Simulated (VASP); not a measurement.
# CdF2 in VASP: further runs

CdF2 is run at these levels: PBE; tasks: single point, relaxation of cell and atoms.

All numbers are computed with VASP 6.6.1; they aren't measurements. Logs are shortened: lines on timing, memory, paths and dates and some standing lists are left out, and cuts for length are marked.

## (1) The cell of the first run

It takes space group P6_3/mmc (No. 194, hexagonal). Conventional cell: a = 3.350 Å, b = 3.350 Å, c = 10.136 Å, α = 90.00°, β = 90.00°, γ = 120.00°. Cd (site symmetry -6m2) has 6 F at 2.30 Å within 3.0 Å. Within 3.0 Å of F (site symmetry 3m) lie 3 Cd at 2.30 Å and 1 F at 2.49 Å.

## (2) Single point, PBE

File INCAR:

```
  PREC = Accurate
  ENCUT = 520
  EDIFF = 1E-6
  ISMEAR = 0
  SIGMA = 0.1
  LREAL = False
  LASPH = True
  NELM = 100
  ALGO = Normal
  ISIF = 2
  LWAVE = False
  LCHARG = False
  GGA = PE
  NBANDS = 35
```

File KPOINTS:

```
Automatic mesh
0
Gamma
  6 6 2
```

File POSCAR:

```
CdF2
1.0
    3.3504822141      0.0000000000      0.0000000000
   -1.6752411070      2.9016027123      0.0000000000
    0.0000000000      0.0000000000     10.1361882717
Cd F
2 4
Direct
    0.3333333333      0.6666666667      0.2500000000
    0.6666666667      0.3333333333      0.7500000000
    0.3333333333      0.6666666667      0.6270444664
    0.6666666667      0.3333333333      0.1270444664
    0.3333333333      0.6666666667      0.8729555336
    0.6666666667      0.3333333333      0.3729555336
```

Potentials or basis: VASP PAW PBE potentials, release 64 (Cd, F).

On the command line:

```
cat potpaw_PBE.64/Cd/POTCAR potpaw_PBE.64/F/POTCAR > POTCAR
mpirun -np 1 vasp_std > vasp.out
```

OUTCAR:

```text
PREC = Accurate
   ENCUT = 520
   EDIFF = 1E-6
   ISMEAR = 0
   LREAL = False
   LASPH = True
   NELM = 100
   ISIF = 2
   GGA = PE

 ion  position               nearest neighbor table
   1  0.333  0.667  0.250-   4 2.30   6 2.30   4 2.30   6 2.30   4 2.30   6 2.30
   2  0.667  0.333  0.750-   3 2.30   5 2.30   3 2.30   5 2.30   3 2.30   5 2.30
   3  0.333  0.667  0.627-   2 2.30   2 2.30   2 2.30
   4  0.667  0.333  0.127-   1 2.30   1 2.30   1 2.30
   5  0.333  0.667  0.873-   2 2.30   2 2.30   2 2.30
   6  0.667  0.333  0.373-   1 2.30   1 2.30   1 2.30

  LATTYP: Found a hexagonal cell.
 ALAT       =     3.3504822141
 C/A-ratio  =     3.0252923681

  Lattice vectors:

 A1 = (   3.3504822141,   0.0000000000,   0.0000000000)
 A2 = (  -1.6752411070,   2.9016027123,   0.0000000000)
 A3 = (   0.0000000000,   0.0000000000,  10.1361882717)

Analysis of symmetry for initial positions (statically):
=====================================================================
 Subroutine PRICEL returns:
 Original cell was already a primitive cell.

 Routine SETGRP: Setting up the symmetry group for a
 hexagonal supercell.

 Subroutine GETGRP returns: Found 24 space group operations
 (whereof 12 operations were pure point group operations)
 out of a pool of 24 trial point group operations.

The static configuration has the point symmetry D_3d.
 The point group associated with its full space group is D_6h.

Analysis of symmetry for dynamics (positions and initial velocities):
=====================================================================
 Subroutine PRICEL returns:
 Original cell was already a primitive cell.

 Routine SETGRP: Setting up the symmetry group for a
 hexagonal supercell.

 Subroutine GETGRP returns: Found 24 space group operations
 (whereof 12 operations were pure point group operations)
 out of a pool of 24 trial point group operations.

The dynamic configuration has the point symmetry D_3d.
 The point group associated with its full space group is D_6h.

 Subroutine INISYM returns: Found 24 space group operations
 (whereof 12 operations are pure point group operations),
 and found     1 'primitive' translations

----------------------------------------------------------------------------------------

                                     Primitive cell

  volume of cell :      98.5417

  direct lattice vectors                    reciprocal lattice vectors
     3.350482214  0.000000000  0.000000000     0.298464500  0.172318560  0.000000000
    -1.675241107  2.901602712  0.000000000     0.000000000  0.344637119  0.000000000
     0.000000000  0.000000000 10.136188272     0.000000000  0.000000000  0.098656415

  length of vectors
     3.350482214  3.350482214 10.136188272     0.344637119  0.344637119  0.098656415

  position of ions in fractional coordinates (direct lattice)
     0.333333333  0.666666667  0.250000000
     0.666666667  0.333333333  0.750000000
     0.333333333  0.666666667  0.627044466
     0.666666667  0.333333333  0.127044466
     0.333333333  0.666666667  0.872955534
     0.666666667  0.333333333  0.372955534

  ion indices of the primitive-cell ions
   primitive index   ion index
                 1           1
                 2           2
                 3           3
                 4           4
                 5           5
                 6           6

----------------------------------------------------------------------------------------

 KPOINTS: Automatic mesh

Automatic generation of k-mesh.
 Grid dimensions read from file:
 generate k-points for:    6    6    2

 Generating k-lattice:

  Cartesian coordinates                     Fractional coordinates (reciprocal lattice)
     0.049744083  0.028719760  0.000000000     0.166666667 -0.000000000  0.000000000
     0.000000000  0.057439520  0.000000000     0.000000000  0.166666667  0.000000000
     0.000000000  0.000000000  0.049328208     0.000000000  0.000000000  0.500000000

  Length of vectors
     0.057439520  0.057439520  0.049328208

  Shift w.r.t. Gamma in fractional coordinates (k-lattice)
     0.000000000  0.000000000  0.000000000

 Subroutine IBZKPT returns following result:
 ===========================================

 Found     14 irreducible k-points:

 Following reciprocal coordinates:
            Coordinates               Weight
  0.000000  0.000000  0.000000      1.000000
  0.166667 -0.000000  0.000000      6.000000
  0.333333 -0.000000  0.000000      6.000000
  0.500000 -0.000000  0.000000      3.000000
  0.166667  0.166667  0.000000      6.000000
  0.333333  0.166667  0.000000     12.000000
  0.333333  0.333333  0.000000      2.000000
  0.000000  0.000000  0.500000      1.000000
  0.166667 -0.000000  0.500000      6.000000
  0.333333 -0.000000  0.500000      6.000000
  0.500000 -0.000000  0.500000      3.000000
  0.166667  0.166667  0.500000      6.000000
  0.333333  0.166667  0.500000     12.000000
  0.333333  0.333333  0.500000      2.000000
   k-points           NKPTS =     14   k-points in BZ     NKDIM =     14   number of bands    NBANDS=     35
   number of dos      NEDOS =    301   number of ions     NIONS =      6
   total plane-waves  NPLWV =  62720
   dimension x,y,z NGX =    28 NGY =   28 NGZ =   80
   dimension x,y,z NGXF=    56 NGYF=   56 NGZF=  160
   ions per type =               2   4
   NGX,Y,Z   is equivalent  to a cutoff of  13.89, 13.89, 13.12 a.u.
   NGXF,Y,Z  is equivalent  to a cutoff of  27.79, 27.79, 26.24 a.u.
 SYSTEM =  unknown system
   PREC   = accura    normal or accurate (medium, high low for compatibility)
   ISTART =      0    job   : 0-new  1-cont  2-samecut
   ICHARG =      2    charge: 1-file 2-atom 10-const
   ISPIN  =      1    spin polarized calculation?
   LNONCOLLINEAR =      F non collinear calculations
   LSORBIT =      F    spin-orbit coupling
   LASPH  =      T    aspherical Exc in radial PAW
   ENCUT  =  520.0 eV  38.22 Ry    6.18 a.u.   6.23  6.23 18.85*2*pi/ulx,y,z
   NELM   =    100;   NELMIN=  2; NELMDL= -5     # of ELM steps
   EDIFF  = 0.1E-05   stopping-criterion for ELM
   LREAL  =      F    real-space projection
[... 7 lines left out ...]
   TEBEG  =    0.0;   TEEND  =   0.0 temperature during run
   PSTRESS=    0.0 pullay stress
   NELECT =      52.0000    total number of electrons
   NUPDOWN=      -1.0000    fix difference up-down
   EMIN   =  10.00;   EMAX   =-10.00  energy-range for DOS
   EFERMI =   0.00;   METHOD = LEGACY
   ISMEAR =     0;   SIGMA  =   0.10  broadening in eV -4-tet -1-fermi 0-gaus
   EFERMI_NEDOS =   21; number of points for ismear=-14 and -15
   IALGO  =     38    algorithm
   IMIX   =      4    mixing-type and parameters
     AMIX     =   0.40;   BMIX     =  1.00
     AMIX_MAG =   1.60;   BMIX_MAG =  1.00
  volume/ion in A,a.u.               =      16.42       110.83
  Fermi-wavevector in a.u.,A,eV,Ry     =   1.322927  2.499970 23.812053  1.750137
  Thomas-Fermi vector in A             =   2.452573
   LORBIT       =      0    0 simple, 1 ext, 2 COOP (PROOUT), +10 PAW based schemes
   GGA     = PE    functional components
   LHFCALC =     F    Hartree Fock is set to
   AEXX    =    0.0000 exact exchange contribution
   IVDW    =     0    specifies the selected vdW correction
   LEPSILON=     F    determine dielectric tensor
   LRPA    =     F    only Hartree local field effects (RPA)
 non-spin polarized calculation
 Gauss-broadening in eV      SIGMA  =   0.10
  energy-cutoff  :      520.00
  volume of cell :       98.54
 maximum number of plane-waves:      2678
 NGX is ok and might be reduce to    28
   NGX = 13   NGY = 13   NGZ = 37

 number of electron      51.9999999 magnetization

 Free energy of the ion-electron system (eV)
  ---------------------------------------------------
  ext. energy  EPLUGINS =         0.00000000
  ---------------------------------------------------
  free energy    TOTEN  =       -20.26304838 eV

  energy without entropy =      -20.26304838  energy(sigma->0) =      -20.26304838

 E-fermi :  -2.4198     XC(G=0):  -9.0773

 val. band max:       -2.9238247736   @ k =   0.5000  -0.0000   0.0000
 cond. band min:      -0.4899696771   @ k =   0.0000   0.0000   0.0000
 fundamental gap:      2.4338550964
 Fermi energy:        -2.4198489078

 k-point     1 :       0.0000    0.0000    0.0000
  band No.  band energies     occupation
      1     -23.2033      2.00000
      2     -23.1283      2.00000
      3     -22.7414      2.00000
      4     -22.6569      2.00000
      5      -8.6043      2.00000
      6      -8.5671      2.00000
[... 27 lines left out ...]
     34      13.0324      0.00000
     35      13.0324      0.00000

 k-point     2 :       0.1667   -0.0000    0.0000
  band No.  band energies     occupation
      1     -23.1597      2.00000
      2     -23.0935      2.00000
      3     -22.7229      2.00000
      4     -22.6497      2.00000
      5      -8.6407      2.00000
      6      -8.5985      2.00000
[... 27 lines left out ...]
     34      12.5198      0.00000
     35      12.6407      0.00000

 k-point     3 :       0.3333   -0.0000    0.0000
  band No.  band energies     occupation
      1     -23.0701      2.00000
      2     -23.0271      2.00000
      3     -22.6844      2.00000
      4     -22.6373      2.00000
      5      -8.6647      2.00000
      6      -8.6167      2.00000
[... 27 lines left out ...]
     34      11.7827      0.00000
     35      11.8853      0.00000
[... 343 lines left out ...]
 k-point    13 :       0.3333    0.1667    0.5000
  band No.  band energies     occupation
      1     -23.0105      2.00000
      2     -23.0105      2.00000
      3     -22.6474      2.00000
      4     -22.6474      2.00000
      5      -8.4715      2.00000
      6      -8.4715      2.00000
[... 27 lines left out ...]
     34      10.3616      0.00000
     35      10.8309      0.00000

 k-point    14 :       0.3333    0.3333    0.5000
  band No.  band energies     occupation
      1     -22.9911      2.00000
      2     -22.9911      2.00000
      3     -22.6409      2.00000
      4     -22.6409      2.00000
      5      -8.6089      2.00000
      6      -8.6089      2.00000
[... 27 lines left out ...]
     34       9.8156      0.00000
     35      10.6507      0.00000

------------------------ aborting loop because EDIFF is reached ----------------------------------------

  FORCE on cell =-STRESS in cart. coord.  units (eV):
  Direction    XX          YY          ZZ          XY          YZ          ZX
  --------------------------------------------------------------------------------------
  -------------------------------------------------------------------------------------
  Total        0.4578597      0.4578597      0.2498301      0.0000000      0.0000000      0.0000000
  in kB        7.4442861      7.4442861      4.0619575      0.0000000      0.0000000      0.0000000
  external PRESSURE =       6.3168432 kB  Pullay stress =       0.0000000 kB

 VOLUME and BASIS-vectors are now :
 -----------------------------------------------------------------------------
  energy-cutoff  :      520.00
  volume of cell :       98.54
      direct lattice vectors                 reciprocal lattice vectors
     3.350482214  0.000000000  0.000000000     0.298464500  0.172318560  0.000000000
    -1.675241107  2.901602712  0.000000000     0.000000000  0.344637119  0.000000000
     0.000000000  0.000000000 10.136188272     0.000000000  0.000000000  0.098656415

 POSITION                                       TOTAL-FORCE (eV/Angst)
 -----------------------------------------------------------------------------------
     -0.00000      1.93440      2.53405        -0.000000     -0.000000     -0.000000
      1.67524      0.96720      7.60214        -0.000000      0.000000     -0.000000
     -0.00000      1.93440      6.35584         0.000000     -0.000000     -0.076601
      1.67524      0.96720      1.28775         0.000000      0.000000     -0.076601
     -0.00000      1.93440      8.84844        -0.000000      0.000000      0.076601
      1.67524      0.96720      3.78035         0.000000      0.000000      0.076601
 -----------------------------------------------------------------------------------
    total drift:                               -0.000000      0.000000     -0.000000

  FREE ENERGIE OF THE ION-ELECTRON SYSTEM (eV)
  ---------------------------------------------------
  free  energy   TOTEN  =       -20.2630483811 eV

  energy  without entropy=      -20.2630483811  energy(sigma->0) =      -20.26304838
```

It took 45 s on 1 thread of Intel Xeon 6975P-C (Granite Rapids), shared host; peak memory 0.24 GiB.

Results:

| Quantity | Value |
| --- | --- |
| Free energy | -20.2630 eV |
| Pressure | 0.6 GPa |
| Largest force | 0.077 eV/Å |
| Band gap on the k mesh | 2.43 eV (least direct gap 2.62 eV) |

Forces on the atoms (eV/Å):
```
Cd   0.000  0.000  0.000
Cd   0.000  0.000  0.000
F    0.000  0.000 -0.077
F    0.000  0.000 -0.077
F    0.000  0.000  0.077
F    0.000  0.000  0.077
```

Levels at points of the mesh, in eV from the valence-band top:
| k point | band 23 | band 24 | band 25 | band 26 | band 27 | band 28 | band 29 | band 30 |
| --- | --- | --- | --- | --- | --- | --- | --- | --- |
| (0.00, 0.00, 0.00) | -0.60 | -0.54 | -0.54 | -0.19 | 2.43 | 3.23 | 7.41 | 9.11 |
| (0.50, 0.00, 0.00) | -0.39 | -0.29 | -0.28 | 0.00 | 6.94 | 6.96 | 7.64 | 7.86 |
| (0.00, 0.00, 0.50) | -0.56 | -0.56 | -0.52 | -0.52 | 2.83 | 2.83 | 8.13 | 8.13 |
| (0.50, 0.00, 0.50) | -0.33 | -0.33 | -0.15 | -0.15 | 6.95 | 6.95 | 7.74 | 7.74 |

[end of part 1 of 2]
